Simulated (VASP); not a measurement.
# PtSe2 (P-3m1) in VASP: further runs

PtSe2 is run at these levels: PBE; tasks: single point.

Program: VASP 6.6.1. These are calculated values, not measurements. Logs are shortened: lines on timing, memory, paths and dates and some standing lists are left out, and cuts for length are marked.

## Step 1: The cell of the first run

Symmetry: P-3m1, No. 164, trigonal system. The conventional cell has a = 3.691 Å, b = 3.691 Å, c = 5.224 Å, α = 90.00°, β = 90.00°, γ = 120.00°. Within 3.3 Å of Pt (site symmetry -3m) lie 6 Se at 2.50 Å. Se (site symmetry 3m) has 3 Pt at 2.50 Å within 3.3 Å.

## Step 2: Single point, PBE (strain -1.0%)

INCAR

```
PREC = Accurate ; ENCUT = 520
EDIFF = 1E-6 ; ISMEAR = -1
SIGMA = 0.02 ; LREAL = False
LASPH = True ; NELM = 60
ALGO = Normal ; ISIF = 2
LWAVE = False ; LCHARG = False
GGA = PE ; NBANDS = 18
```

KPOINTS

```
Automatic mesh
0
Gamma
  12 12 6
```

POSCAR

```
PtSe2
1.0
    3.6913638651      0.0000000000      0.0000000000
   -1.8456819326      3.1968148818      0.0000000000
    0.0000000000      0.0000000000      5.2243850103
Pt Se
1 2
Direct
    0.0000000000      0.0000000000      0.0000000000
    0.3333333333      0.6666666667      0.2516819019
    0.6666666667      0.3333333333      0.7483180981
```

Potentials or basis: VASP PAW PBE potentials, release 64 (Pt, Se).

The run is started by

```sh
> cat potpaw_PBE.64/Pt/POTCAR potpaw_PBE.64/Se/POTCAR > POTCAR
> mpirun -np 1 vasp_std > vasp.out
```

OUTCAR:

```text
PREC = Accurate
   ENCUT = 520
   EDIFF = 1E-6
   ISMEAR = -1
   LREAL = False
   LASPH = True
   NELM = 60
   ISIF = 2
   GGA = PE

 ion  position               nearest neighbor table
   1  0.000  0.000  0.000-   2 2.50   3 2.50   3 2.50   2 2.50   3 2.50   2 2.50
   2  0.333  0.667  0.252-   1 2.50   1 2.50   1 2.50
   3  0.667  0.333  0.748-   1 2.50   1 2.50   1 2.50

  LATTYP: Found a hexagonal cell.
 ALAT       =     3.6913638651
 C/A-ratio  =     1.4152993856

  Lattice vectors:

 A1 = (   3.6913638651,   0.0000000000,   0.0000000000)
 A2 = (  -1.8456819326,   3.1968148818,   0.0000000000)
 A3 = (   0.0000000000,   0.0000000000,   5.2243850103)

Analysis of symmetry for initial positions (statically):
=====================================================================
 Subroutine PRICEL returns:
 Original cell was already a primitive cell.

 Routine SETGRP: Setting up the symmetry group for a
 hexagonal supercell.

 Subroutine GETGRP returns: Found 12 space group operations
 (whereof 12 operations were pure point group operations)
 out of a pool of 24 trial point group operations.

The static configuration has the point symmetry D_3d.

Analysis of symmetry for dynamics (positions and initial velocities):
=====================================================================
 Subroutine PRICEL returns:
 Original cell was already a primitive cell.

 Routine SETGRP: Setting up the symmetry group for a
 hexagonal supercell.

 Subroutine GETGRP returns: Found 12 space group operations
 (whereof 12 operations were pure point group operations)
 out of a pool of 24 trial point group operations.

The dynamic configuration has the point symmetry D_3d.

 Subroutine INISYM returns: Found 12 space group operations
 (whereof 12 operations are pure point group operations),
 and found     1 'primitive' translations

----------------------------------------------------------------------------------------

                                     Primitive cell

  volume of cell :      61.6509

  direct lattice vectors                    reciprocal lattice vectors
     3.691363865  0.000000000  0.000000000     0.270902581  0.156405678  0.000000000
    -1.845681933  3.196814882  0.000000000     0.000000000  0.312811357  0.000000000
     0.000000000  0.000000000  5.224385010     0.000000000  0.000000000  0.191410089

  length of vectors
     3.691363865  3.691363865  5.224385010     0.312811357  0.312811357  0.191410089

  position of ions in fractional coordinates (direct lattice)
     0.000000000  0.000000000  0.000000000
     0.333333333  0.666666667  0.251681902
     0.666666667  0.333333333  0.748318098

  ion indices of the primitive-cell ions
   primitive index   ion index
                 1           1
                 2           2
                 3           3

----------------------------------------------------------------------------------------

 KPOINTS: Automatic mesh

Automatic generation of k-mesh.
 Grid dimensions read from file:
 generate k-points for:   12   12    6

 Generating k-lattice:

  Cartesian coordinates                     Fractional coordinates (reciprocal lattice)
     0.022575215  0.013033807  0.000000000     0.083333333 -0.000000000  0.000000000
     0.000000000  0.026067613  0.000000000     0.000000000  0.083333333  0.000000000
     0.000000000  0.000000000  0.031901682     0.000000000  0.000000000  0.166666667

  Length of vectors
     0.026067613  0.026067613  0.031901682

  Shift w.r.t. Gamma in fractional coordinates (k-lattice)
     0.000000000  0.000000000  0.000000000

 Subroutine IBZKPT returns following result:
 ===========================================

 Found    100 irreducible k-points:

 Following reciprocal coordinates:
            Coordinates               Weight
  0.000000  0.000000  0.000000      1.000000
  0.083333  0.000000  0.000000      6.000000
  0.166667 -0.000000  0.000000      6.000000
  0.250000  0.000000  0.000000      6.000000
  0.333333  0.000000  0.000000      6.000000
  0.416667  0.000000  0.000000      6.000000
[... 16 lines left out ...]
  0.166667 -0.000000  0.166667      6.000000
  0.000000  0.166667  0.166667      6.000000
 [... further k-points ...]
   k-points           NKPTS =    100   k-points in BZ     NKDIM =    100   number of bands    NBANDS=     18
   number of dos      NEDOS =    301   number of ions     NIONS =      3
   total plane-waves  NPLWV =  31360
   dimension x,y,z NGX =    28 NGY =   28 NGZ =   40
   dimension x,y,z NGXF=    56 NGYF=   56 NGZF=   80
   ions per type =               1   2
   NGX,Y,Z   is equivalent  to a cutoff of  12.61, 12.61, 12.73 a.u.
   NGXF,Y,Z  is equivalent  to a cutoff of  25.22, 25.22, 25.46 a.u.
 SYSTEM =  unknown system
   PREC   = accura    normal or accurate (medium, high low for compatibility)
   ISTART =      0    job   : 0-new  1-cont  2-samecut
   ICHARG =      2    charge: 1-file 2-atom 10-const
   ISPIN  =      1    spin polarized calculation?
   LNONCOLLINEAR =      F non collinear calculations
   LSORBIT =      F    spin-orbit coupling
   LASPH  =      T    aspherical Exc in radial PAW
   ENCUT  =  520.0 eV  38.22 Ry    6.18 a.u.   6.86  6.86  9.71*2*pi/ulx,y,z
   NELM   =     60;   NELMIN=  2; NELMDL= -5     # of ELM steps
   EDIFF  = 0.1E-05   stopping-criterion for ELM
   LREAL  =      F    real-space projection
   EDIFFG = 0.1E-04   stopping-criterion for IOM
   NSW    =      0    number of steps for IOM
   IBRION =     -1    ionic relax: 0-MD 1-quasi-New 2-CG
   NFREE  =      0    steps in history (QN), initial steepest desc. (CG)
   ISIF   =      2    stress and relaxation
   ISYM   =      2    0-nonsym 1-usesym 2-fastsym
   POTIM  = 0.5000    time-step for ionic-motion
   TEBEG  =    0.0;   TEEND  =   0.0 temperature during run
   PSTRESS=    0.0 pullay stress
   NELECT =      22.0000    total number of electrons
   NUPDOWN=      -1.0000    fix difference up-down
   EMIN   =  10.00;   EMAX   =-10.00  energy-range for DOS
   EFERMI =   0.00;   METHOD = LEGACY
   ISMEAR =    -1;   SIGMA  =   0.02  broadening in eV -4-tet -1-fermi 0-gaus
   EFERMI_NEDOS =   21; number of points for ismear=-14 and -15
   IALGO  =     38    algorithm
   IMIX   =      4    mixing-type and parameters
     AMIX     =   0.40;   BMIX     =  1.00
     AMIX_MAG =   1.60;   BMIX_MAG =  1.00
  volume/ion in A,a.u.               =      20.55       138.68
  Fermi-wavevector in a.u.,A,eV,Ry     =   1.161188  2.194327 18.345520  1.348358
  Thomas-Fermi vector in A             =   2.297763
   LORBIT       =      0    0 simple, 1 ext, 2 COOP (PROOUT), +10 PAW based schemes
   GGA     = PE    functional components
[... 5 lines left out ...]
 non-spin polarized calculation
  energy-cutoff  :      520.00
  volume of cell :       61.65
 maximum number of plane-waves:      1678
   NGX = 13   NGY = 13   NGZ = 19

 number of electron      22.0000003 magnetization

 Free energy of the ion-electron system (eV)
  ---------------------------------------------------
  ext. energy  EPLUGINS =         0.00000000
  ---------------------------------------------------
  free energy    TOTEN  =       -14.19982706 eV

  energy without entropy =      -14.19891975  energy(sigma->0) =      -14.19937340

 E-fermi :   6.3921     XC(G=0): -10.5574

 val. band max:        6.3632153554   @ k =   0.0000   0.1667   0.1667
 cond. band min:       6.4104573588   @ k =   0.0000   0.2500   0.3333
 fundamental gap:      0.0472420034
 Fermi energy:         6.3921305533

 k-point     1 :       0.0000    0.0000    0.0000
  band No.  band energies     occupation
      1      -9.2109      2.00000
      2      -6.6349      2.00000
      3      -0.8235      2.00000
      4       0.0707      2.00000
      5       0.0707      2.00000
      6       2.3830      2.00000
[... 10 lines left out ...]
     17      13.7986      0.00000
     18      18.3631      0.00000

 k-point     2 :       0.0833    0.0000    0.0000
  band No.  band energies     occupation
      1      -9.1323      2.00000
      2      -6.6594      2.00000
      3      -0.7280      2.00000
      4       0.1090      2.00000
      5       0.1187      2.00000
      6       2.2795      2.00000
[... 10 lines left out ...]
     17      14.0628      0.00000
     18      16.9565      0.00000

 k-point     3 :       0.1667   -0.0000    0.0000
  band No.  band energies     occupation
      1      -8.9047      2.00000
      2      -6.7283      2.00000
      3      -0.4561      2.00000
      4       0.2312      2.00000
      5       0.2488      2.00000
      6       1.8850      2.00000
[... 10 lines left out ...]
     17      14.6785      0.00000
     18      15.4207      0.00000

 k-point     4 :       0.2500    0.0000    0.0000
  band No.  band energies     occupation
      1      -8.5546      2.00000
      2      -6.8316      2.00000
      3      -0.0902      2.00000
      4       0.4149      2.00000
      5       0.4607      2.00000
      6       1.1609      2.00000
[... 375 lines left out ...]
      4       0.1138      2.00000
      5       0.1799      2.00000
      6       2.2528      2.00000
[... 10 lines left out ...]
     17      14.2704      0.00000
     18      15.9322      0.00000

 k-point    23 :       0.1667   -0.0000    0.1667
  band No.  band energies     occupation
      1      -8.8096      2.00000
      2      -6.9173      2.00000
      3      -0.2927      2.00000
      4       0.2845      2.00000
      5       0.3105      2.00000
      6       1.9358      2.00000
[... 10 lines left out ...]
     17      14.1635      0.00000
     18      14.9529      0.00000

 k-point    24 :       0.0000    0.1667    0.1667
  band No.  band energies     occupation
      1      -8.8191      2.00000
      2      -6.8916      2.00000
      3      -0.4278      2.00000
      4       0.2241      2.00000
      5       0.4461      2.00000
      6       1.7794      2.00000
[... 10 lines left out ...]
     17      14.7776      0.00000
     18      15.1956      0.00000

 [... further k-points ...]

------------------------ aborting loop because EDIFF is reached ----------------------------------------

  FORCE on cell =-STRESS in cart. coord.  units (eV):
  Direction    XX          YY          ZZ          XY          YZ          ZX
  --------------------------------------------------------------------------------------
  -------------------------------------------------------------------------------------
  Total        2.7644473      2.7644473      1.3883742     -0.0000000      0.0000000     -0.0000000
  in kB       71.8421593     71.8421593     36.0809183     -0.0000000      0.0000000     -0.0000000
  external PRESSURE =      59.9217456 kB  Pullay stress =       0.0000000 kB

 VOLUME and BASIS-vectors are now :
 -----------------------------------------------------------------------------
  energy-cutoff  :      520.00
  volume of cell :       61.65
      direct lattice vectors                 reciprocal lattice vectors
     3.691363865  0.000000000  0.000000000     0.270902581  0.156405678  0.000000000
    -1.845681933  3.196814882  0.000000000     0.000000000  0.312811357  0.000000000
     0.000000000  0.000000000  5.224385010     0.000000000  0.000000000  0.191410089

 POSITION                                       TOTAL-FORCE (eV/Angst)
 -----------------------------------------------------------------------------------
      0.00000      0.00000      0.00000         0.000000      0.000000     -0.000000
     -0.00000      2.13121      1.31488        -0.000000      0.000000      0.204681
      1.84568      1.06560      3.90950         0.000000     -0.000000     -0.204681
 -----------------------------------------------------------------------------------
    total drift:                               -0.000000     -0.000000      0.000000

  FREE ENERGIE OF THE ION-ELECTRON SYSTEM (eV)
  ---------------------------------------------------
  free  energy   TOTEN  =       -14.1998270597 eV

  energy  without entropy=      -14.1989197474  energy(sigma->0) =      -14.19937340
```

Run time: 85 s. Hardware: 1 thread of AMD EPYC 7R43 (Zen 3), shared host; peak memory 0.22 GiB.

What came out:

```
Free energy            : -14.1998 eV
Pressure               : 6.0 GPa
Largest force          : 0.205 eV/Å
Band gap on the k mesh : zero (band 11 reaches 6.64 eV, above the bottom of band 12 at 6.35 eV)
```

Forces in eV/Å, atoms in the order of the input:
```
Pt   0.000  0.000  0.000
Se   0.000  0.000  0.205
Se   0.000  0.000 -0.205
```

Caveat: the cell differs from its parent crystal (strain -1.0%); spin-orbit coupling is left out, which moves the levels of the heavy elements.

## Step 3: Single point, PBE

This run uses another cell than the first one, of 21.18 Å³/atom, 1.031 times its volume.

INCAR

```
SYSTEM = PtSe2
  PREC = Accurate
  ENCUT = 520
  EDIFF = 1E-6
  ISMEAR = -1
  SIGMA = 0.02
  LREAL = .False.
  LASPH = .True.
  NELM = 80
  ALGO = Normal
  ISIF = 2
  LWAVE = .False.
  LCHARG = .False.
  GGA = PE
  NBANDS = 18
```

KPOINTS

```
regular mesh
0
Gamma
  12 12 6
  0 0 0
```

POSCAR

```
PtSe2
1.0
    3.7286503688      0.0000000000      0.0000000000
   -1.8643251844      3.2291059412      0.0000000000
    0.0000000000      0.0000000000      5.2771565760
Pt Se
1 2
Direct
    0.0000000000      0.0000000000      0.0000000000
    0.3333333333      0.6666666667      0.2462188986
    0.6666666667      0.3333333333      0.7537811014
```

Potentials or basis: VASP PAW PBE potentials, release 64 (Pt, Se).

The run is started by

```sh
> cat potpaw_PBE.64/Pt/POTCAR potpaw_PBE.64/Se/POTCAR > POTCAR
> mpirun -np 1 vasp_std > vasp.out
```

Wall time 85 s (1 thread of AMD EPYC 7R43 (Zen 3), shared host); peak memory 0.22 GiB.

It converged, with:

```yaml
Free_energy: -14.2464 eV
Pressure: 3.8 GPa
Largest_force: 0.173 eV/Å
Band_gap_on_the_k_mesh: zero (band 11 reaches 6.19 eV, above the bottom of band 12 at 6.03 eV)
```

Forces on the atoms (eV/Å):
```
Pt   0.000  0.000  0.000
Se   0.000  0.000  0.173
Se   0.000  0.000 -0.173
```

Stress tensor (GPa, compression positive):
```
4.33 0.00 0.00
0.00 4.33 0.00
0.00 0.00 2.59
```

Levels at points of the mesh, in eV from the Fermi level:
```csv
k point,band 8,band 9,band 10,band 11,band 12,band 13,band 14,band 15
"(0.00, 0.00, 0.00)",-2.62,-1.04,-1.04,0.16,1.50,1.50,3.82,3.99
"(0.50, 0.00, 0.00)",-3.41,-3.35,-3.30,-2.96,0.68,2.13,4.60,5.66
"(0.00, 0.00, 0.50)",-2.90,-1.82,-1.37,-1.37,2.15,2.15,4.73,6.05
"(0.50, 0.00, 0.50)",-3.42,-3.15,-2.76,-1.54,1.05,1.46,4.21,4.76
```

Caveat: spin-orbit coupling is left out, which moves the levels of the heavy elements.
